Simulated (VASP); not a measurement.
# CdAgF4 (P4/mmm) in VASP: relaxation of cell and atoms with PBE

Aim: the relaxation of cell and atoms of CdAgF4 with PBE.

Program: VASP 6.6.1. These are calculated values, not measurements. Logs are shortened: lines on timing, memory, paths and dates and some standing lists are left out, and cuts for length are marked.

## 1. The cell of the first run

Symmetry: P4/mmm, No. 123, tetragonal system. Conventional cell: a = 3.746 Å, b = 3.746 Å, c = 5.297 Å, α = 90.00°, β = 90.00°, γ = 90.00°. Within 3.0 Å of Cd (site symmetry 4/mmm) lie 8 F at 2.29 Å. Within 3.0 Å of Ag (site symmetry 4/mmm) lie 8 F at 2.29 Å. F (site symmetry 2mm) has 2 Cd at 2.29 Å and 2 Ag at 2.29 Å and 6 F at 2.65 Å within 3.0 Å.

## 2. Relaxation of cell and atoms, PBE, collinear spin

The input, INCAR:

```
PREC     = Accurate       # precision mode
ENCUT    = 600            # plane-wave cutoff, eV
EDIFF    = 1E-7           # SCF threshold, eV
ISMEAR   = 0              # smearing method
SIGMA    = 0.1            # smearing width, eV
LREAL    = F              # projectors in reciprocal space
LASPH    = T              # aspherical terms in the spheres
NELM     = 150            # most SCF steps
ALGO     = Normal         # electronic algorithm
ISIF     = 3              # what is computed and relaxed
LWAVE    = F              # write WAVECAR
LCHARG   = F              # write CHGCAR
ISPIN    = 2              # spin polarisation
MAGMOM   = 0 1 0 0 0 0    # initial moments
LORBIT   = 11             # projections on sites
LMAXMIX  = 4              # l up to which the mixer works
GGA      = PE             # functional
IBRION   = 2              # ionic algorithm
NSW      = 90             # ionic steps
EDIFFG   = -0.04          # ionic threshold
```

The input, KPOINTS:

```
regular mesh
0
Gamma
  4 4 4
```

The input, POSCAR:

```
CdAgF4
1.0
    3.7456028300      0.0000000000      0.0000000000
    0.0000000000      3.7456028300      0.0000000000
    0.0000000000      0.0000000000      5.2970823200
Cd Ag F
1 1 4
Direct
    0.0000000000      0.0000000000      0.0000000000
    0.5000000000      0.5000000000      0.5000000000
    0.5000000000      0.0000000000      0.2500000000
    0.0000000000      0.5000000000      0.7500000000
    0.5000000000      0.0000000000      0.7500000000
    0.0000000000      0.5000000000      0.2500000000
```

Potentials or basis: VASP PAW PBE potentials, release 64 (Cd, Ag, F).

Run with:

```bash
$ cat potpaw_PBE.64/Cd/POTCAR potpaw_PBE.64/Ag/POTCAR potpaw_PBE.64/F/POTCAR > POTCAR
$ mpirun -np 1 vasp_std > vasp.out
```

OUTCAR:

```text
PREC = Accurate
   ENCUT = 600
   EDIFF = 1E-7
   ISMEAR = 0
   LREAL = F
   LASPH = T
   NELM = 150
   ISIF = 3
   ISPIN = 2
   LORBIT = 11
   GGA = PE
   IBRION = 2
   NSW = 90
   EDIFFG = -0.04

 ion  position               nearest neighbor table
   1  0.000  0.000  0.000-   3 2.29   4 2.29   5 2.29   6 2.29   4 2.29   6 2.29   3 2.29   5 2.29

   2  0.500  0.500  0.500-   3 2.29   4 2.29   5 2.29   6 2.29   3 2.29   5 2.29   4 2.29   6 2.29

   3  0.500  0.000  0.250-   1 2.29   2 2.29   2 2.29   1 2.29
   4  0.000  0.500  0.750-   1 2.29   2 2.29   1 2.29   2 2.29
   5  0.500  0.000  0.750-   1 2.29   2 2.29   2 2.29   1 2.29
   6  0.000  0.500  0.250-   1 2.29   2 2.29   1 2.29   2 2.29

  LATTYP: Found a simple tetragonal cell.
 ALAT       =     3.7456028300
 C/A-ratio  =     1.4142135620

  Lattice vectors:

 A1 = (   3.7456028300,   0.0000000000,   0.0000000000)
 A2 = (   0.0000000000,   3.7456028300,   0.0000000000)
 A3 = (   0.0000000000,   0.0000000000,   5.2970823200)

Analysis of symmetry for initial positions (statically):
=====================================================================
 Subroutine PRICEL returns:
 Original cell was already a primitive cell.

 Routine SETGRP: Setting up the symmetry group for a
 simple tetragonal supercell.

 Subroutine GETGRP returns: Found 16 space group operations
 (whereof 16 operations were pure point group operations)
 out of a pool of 16 trial point group operations.

The static configuration has the point symmetry D_4h.

Analysis of symmetry for dynamics (positions and initial velocities):
=====================================================================
 Subroutine PRICEL returns:
 Original cell was already a primitive cell.

 Routine SETGRP: Setting up the symmetry group for a
 simple tetragonal supercell.

 Subroutine GETGRP returns: Found 16 space group operations
 (whereof 16 operations were pure point group operations)
 out of a pool of 16 trial point group operations.

The dynamic configuration has the point symmetry D_4h.

Analysis of structural, dynamic, and magnetic symmetry:
=====================================================================
 Subroutine PRICEL returns:
 Original cell was already a primitive cell.

 Routine SETGRP: Setting up the symmetry group for a
 simple tetragonal supercell.

 Subroutine GETGRP returns: Found 16 space group operations
 (whereof 16 operations were pure point group operations)
 out of a pool of 16 trial point group operations.

The overall configuration has the point symmetry D_4h.

 Subroutine INISYM returns: Found 16 space group operations
 (whereof 16 operations are pure point group operations),
 and found     1 'primitive' translations

----------------------------------------------------------------------------------------

                                     Primitive cell

  volume of cell :      74.3156

  direct lattice vectors                    reciprocal lattice vectors
     3.745602830  0.000000000  0.000000000     0.266979721  0.000000000  0.000000000
     0.000000000  3.745602830  0.000000000     0.000000000  0.266979721  0.000000000
     0.000000000  0.000000000  5.297082320     0.000000000  0.000000000  0.188783171

  length of vectors
     3.745602830  3.745602830  5.297082320     0.266979721  0.266979721  0.188783171

  position of ions in fractional coordinates (direct lattice)
     0.000000000  0.000000000  0.000000000
     0.500000000  0.500000000  0.500000000
     0.500000000  0.000000000  0.250000000
     0.000000000  0.500000000  0.750000000
     0.500000000  0.000000000  0.750000000
     0.000000000  0.500000000  0.250000000

  ion indices of the primitive-cell ions
   primitive index   ion index
                 1           1
                 2           2
                 3           3
                 4           4
                 5           5
                 6           6

----------------------------------------------------------------------------------------

 KPOINTS: regular mesh

Automatic generation of k-mesh.
 Grid dimensions read from file:
 generate k-points for:    4    4    4

 Generating k-lattice:

  Cartesian coordinates                     Fractional coordinates (reciprocal lattice)
     0.066744930  0.000000000  0.000000000     0.250000000  0.000000000  0.000000000
     0.000000000  0.066744930  0.000000000     0.000000000  0.250000000  0.000000000
     0.000000000  0.000000000  0.047195793     0.000000000  0.000000000  0.250000000

  Length of vectors
     0.066744930  0.066744930  0.047195793

  Shift w.r.t. Gamma in fractional coordinates (k-lattice)
     0.000000000  0.000000000  0.000000000

 Subroutine IBZKPT returns following result:
 ===========================================

 Found     18 irreducible k-points:

 Following reciprocal coordinates:
            Coordinates               Weight
  0.000000  0.000000  0.000000      1.000000
  0.250000  0.000000  0.000000      4.000000
  0.500000  0.000000  0.000000      2.000000
  0.250000  0.250000  0.000000      4.000000
  0.500000  0.250000  0.000000      4.000000
  0.500000  0.500000  0.000000      1.000000
[... 10 lines left out ...]
  0.500000  0.250000  0.500000      4.000000
  0.500000  0.500000  0.500000      1.000000
   k-points           NKPTS =     18   k-points in BZ     NKDIM =     18   number of bands    NBANDS=     31
   number of dos      NEDOS =    301   number of ions     NIONS =      6
   total plane-waves  NPLWV =  37800
   dimension x,y,z NGX =    30 NGY =   30 NGZ =   42
   dimension x,y,z NGXF=    60 NGYF=   60 NGZF=   84
   ions per type =               1   1   4
   NGX,Y,Z   is equivalent  to a cutoff of  13.32, 13.32, 13.18 a.u.
   NGXF,Y,Z  is equivalent  to a cutoff of  26.63, 26.63, 26.36 a.u.
 SYSTEM =  unknown system
   PREC   = accura    normal or accurate (medium, high low for compatibility)
   ISTART =      0    job   : 0-new  1-cont  2-samecut
   ICHARG =      2    charge: 1-file 2-atom 10-const
   ISPIN  =      2    spin polarized calculation?
   LNONCOLLINEAR =      F non collinear calculations
   LSORBIT =      F    spin-orbit coupling
   LASPH  =      T    aspherical Exc in radial PAW
   ENCUT  =  600.0 eV  44.10 Ry    6.64 a.u.   7.48  7.48 10.58*2*pi/ulx,y,z
   NELM   =    150;   NELMIN=  2; NELMDL= -5     # of ELM steps
   EDIFF  = 0.1E-06   stopping-criterion for ELM
   LREAL  =      F    real-space projection
   EDIFFG = -.4E-01   stopping-criterion for IOM
   NSW    =     90    number of steps for IOM
   IBRION =      2    ionic relax: 0-MD 1-quasi-New 2-CG
   NFREE  =      1    steps in history (QN), initial steepest desc. (CG)
   ISIF   =      3    stress and relaxation
   ISYM   =      2    0-nonsym 1-usesym 2-fastsym
   POTIM  = 0.5000    time-step for ionic-motion
   TEBEG  =    0.0;   TEEND  =   0.0 temperature during run
   PSTRESS=    0.0 pullay stress
   NELECT =      51.0000    total number of electrons
   NUPDOWN=      -1.0000    fix difference up-down
   EMIN   =  10.00;   EMAX   =-10.00  energy-range for DOS
   EFERMI =   0.00;   METHOD = LEGACY
   ISMEAR =     0;   SIGMA  =   0.10  broadening in eV -4-tet -1-fermi 0-gaus
   EFERMI_NEDOS =   21; number of points for ismear=-14 and -15
   IALGO  =     38    algorithm
   IMIX   =      4    mixing-type and parameters
     AMIX     =   0.40;   BMIX     =  1.00
     AMIX_MAG =   1.60;   BMIX_MAG =  1.00
  volume/ion in A,a.u.               =      12.39        83.58
  Fermi-wavevector in a.u.,A,eV,Ry     =   1.444014  2.728791 28.370560  2.085177
  Thomas-Fermi vector in A             =   2.562357
   LORBIT       =     11    0 simple, 1 ext, 2 COOP (PROOUT), +10 PAW based schemes
   GGA     = PE    functional components
   LHFCALC =     F    Hartree Fock is set to
   AEXX    =    0.0000 exact exchange contribution
   IVDW    =     0    specifies the selected vdW correction
   LEPSILON=     F    determine dielectric tensor
   LRPA    =     F    only Hartree local field effects (RPA)
 conjugate gradient relaxation of ions
 spin polarized calculation
 Gauss-broadening in eV      SIGMA  =   0.10
  energy-cutoff  :      600.00
  volume of cell :       74.32
 maximum number of plane-waves:      2497
 NGX is ok and might be reduce to    30
   NGX = 15   NGY = 15   NGZ = 21

--------------------------------------- Ionic step        1  -------------------------------------------

 number of electron      51.0000043 magnetization       0.9996890

 Free energy of the ion-electron system (eV)
  ---------------------------------------------------
  ext. energy  EPLUGINS =         0.00000000
  ---------------------------------------------------
  free energy    TOTEN  =       -19.88909862 eV

  energy without entropy =      -19.86646732  energy(sigma->0) =      -19.87778297

------------------------ aborting loop because EDIFF is reached ----------------------------------------

  FORCE on cell =-STRESS in cart. coord.  units (eV):
  Direction    XX          YY          ZZ          XY          YZ          ZX
  --------------------------------------------------------------------------------------
  -------------------------------------------------------------------------------------
  Total        5.5751743      5.5751743      5.1008002      0.0000000     -0.0000000      0.0000000
  in kB      120.1956810    120.1956810    109.9686061      0.0000000     -0.0000000      0.0000000
  external PRESSURE =     116.7866560 kB  Pullay stress =       0.0000000 kB
[... 27 lines left out ...]
--------------------------------------- Ionic step        2  -------------------------------------------

 number of electron      51.0000002 magnetization       0.9999251

 E-fermi :  -0.0204     XC(G=0): -10.0041

 val. band max:       -0.0226851075   @ k =   0.2500   0.2500   0.5000
 cond. band min:      -0.0033735226   @ k =   0.2500   0.0000   0.5000
 fundamental gap:      0.0193115848
 Fermi energy:        -0.0203804719

 spin component 1

 k-point     1 :       0.0000    0.0000    0.0000
  band No.  band energies     occupation
      1     -21.5051      1.00000
      2     -21.1388      1.00000
      3     -20.9294      1.00000
      4     -20.6404      1.00000
      5      -6.1540      1.00000
      6      -6.1540      1.00000
[... 1255 lines left out ...]
--------------------------------------- Ionic step        3  -------------------------------------------

 number of electron      51.0000019 magnetization       0.9999021

 Free energy of the ion-electron system (eV)
  ---------------------------------------------------
  ext. energy  EPLUGINS =         0.00000000
  ---------------------------------------------------
  free energy    TOTEN  =       -20.15503440 eV

  energy without entropy =      -20.13187080  energy(sigma->0) =      -20.14345260

 E-fermi :   0.2281     XC(G=0): -10.1398

 val. band max:        0.2252925247   @ k =   0.2500   0.2500   0.5000
 cond. band min:       0.2495897332   @ k =   0.2500   0.0000   0.5000
 fundamental gap:      0.0242972085
 Fermi energy:         0.2281223501

 spin component 1

 k-point     1 :       0.0000    0.0000    0.0000
  band No.  band energies     occupation
      1     -21.4156      1.00000
      2     -21.0236      1.00000
      3     -20.8005      1.00000
      4     -20.4910      1.00000
      5      -5.9805      1.00000
      6      -5.9805      1.00000
[... 1249 lines left out ...]
  FREE ENERGIE OF THE ION-ELECTRON SYSTEM (eV)
  ---------------------------------------------------
  free  energy   TOTEN  =       -20.1550343974 eV

  energy  without entropy=      -20.1318708023  energy(sigma->0) =      -20.14345260

 reached required accuracy - stopping structural energy minimisation

 total charge

# of ion       s       p       d       tot
------------------------------------------
    1        0.223   0.176   9.676  10.075
    2        0.189   0.180   9.056   9.424
    3        1.739   4.298   0.000   6.037
    4        1.739   4.298   0.000   6.037
    5        1.739   4.298   0.000   6.037
    6        1.739   4.298   0.000   6.037
--------------------------------------------------
tot          7.369  17.547  18.732  43.648

 magnetization (x)

# of ion       s       p       d       tot
------------------------------------------
    1       -0.003  -0.002   0.004  -0.001
    2       -0.003  -0.003   0.549   0.544
    3        0.001   0.108   0.000   0.109
    4        0.001   0.108   0.000   0.109
    5        0.001   0.108   0.000   0.109
    6        0.001   0.108   0.000   0.109
--------------------------------------------------
tot         -0.003   0.428   0.553   0.978
```

It took 4.1 min on 1 thread of Intel Xeon 8259CL, shared host; peak memory 0.27 GiB.

What came out:

* Free energy: -20.1550 eV
* Relaxed volume: 13.72 Å³/atom
* Relaxed cell: a = 3.880 Å, b = 3.880 Å, c = 5.470 Å, α = 90.00°, β = 90.00°, γ = 90.00°
* Space group after relaxing (to 0.1 Å): P4/mmm (No. 123)
* Energy gained by relaxing: 44.3 meV/atom
* Ionic steps: 3
* Pressure after relaxing: 0.0 GPa
* Largest force after relaxing: 0.023 eV/Å
* Band gap on the k mesh: zero (filled and empty bands overlap)
* Net moment: 1.00 μB per cell
* Site moments: Cd -0.00; Ag +0.54; F +0.11 μB
* Valence electrons inside the program's atomic spheres: Cd 10.07; Ag 9.42; F 6.04

Forces in eV/Å, atoms in the order of the input:
```
Cd   0.000  0.000  0.000
Ag   0.000  0.000  0.000
F    0.000  0.000 -0.023
F    0.000  0.000  0.023
F    0.000  0.000  0.023
F    0.000  0.000 -0.023
```

Stress tensor (GPa, compression positive):
```
 0.21  0.00  0.00
 0.00  0.21  0.00
 0.00  0.00 -0.29
```

Step by step:
```tsv
step	energy change (eV)	largest force (eV/Å)	pressure (GPa)	volume (Å³)
1	0.0000	0.0886	11.68	74.32
2	-0.2524	0.0474	-2.03	84.45
3	-0.2659	0.0233	0.05	82.34
```

Final structure:
```
CELL_PARAMETERS angstrom
3.87959 0.00000 0.00000
0.00000 3.87959 0.00000
0.00000 0.00000 5.47044
ATOMIC_POSITIONS crystal
Cd 0.00000 0.00000 0.00000
Ag 0.50000 0.50000 0.50000
F 0.50000 0.00000 0.25065
F 0.00000 0.50000 0.74935
F 0.50000 0.00000 0.74935
F 0.00000 0.50000 0.25065
```

Levels at points of the mesh, in eV from the Fermi level:
Spin up:
| k point | band 22 | band 23 | band 24 | band 25 | band 26 | band 27 | band 28 | band 29 | band 30 | band 31 |
| --- | --- | --- | --- | --- | --- | --- | --- | --- | --- | --- |
| (0.00, 0.00, 0.00) | -1.32 | -1.32 | -0.44 | -0.23 | -0.23 | 2.41 | 7.37 | 8.80 | 11.20 | 11.86 |
| (0.50, 0.00, 0.00) | -1.47 | -1.41 | -0.86 | -0.71 | -0.25 | 5.40 | 6.39 | 9.52 | 9.75 | 11.33 |
| (0.50, 0.50, 0.00) | -1.49 | -1.17 | -0.64 | -0.64 | -0.37 | 6.56 | 8.04 | 8.82 | 8.82 | 10.96 |
| (0.00, 0.00, 0.50) | -1.40 | -1.40 | -0.35 | -0.35 | -0.31 | 4.07 | 4.99 | 10.03 | 10.07 | 12.17 |
| (0.50, 0.00, 0.50) | -2.00 | -1.02 | -0.82 | -0.31 | -0.29 | 5.74 | 7.04 | 8.06 | 8.45 | 13.02 |
| (0.50, 0.50, 0.50) | -1.50 | -1.36 | -1.36 | -1.09 | -0.31 | 6.59 | 8.07 | 10.33 | 10.33 | 10.44 |
Spin down:
```csv
k point,band 22,band 23,band 24,band 25,band 26,band 27,band 28,band 29
"(0.00, 0.00, 0.00)",-1.21,-1.21,-0.09,0.27,0.27,2.46,7.47,8.83
"(0.50, 0.00, 0.00)",-1.30,-1.26,-0.48,-0.36,0.25,5.44,6.56,9.60
"(0.50, 0.50, 0.00)",-1.30,-1.08,-0.32,-0.32,0.08,6.59,8.25,8.85
"(0.00, 0.00, 0.50)",-1.27,-1.27,0.05,0.15,0.15,4.12,5.09,10.05
"(0.50, 0.00, 0.50)",-1.71,-0.87,-0.47,0.05,0.21,5.78,7.22,8.15
"(0.50, 0.50, 0.50)",-1.28,-0.99,-0.92,-0.92,0.14,6.62,8.28,10.38
```

Caveat: the k points lie up to 0.40 Å⁻¹ apart in the final cell.

The gap in the log of VASP goes by the Fermi energy; the results here count the filled bands.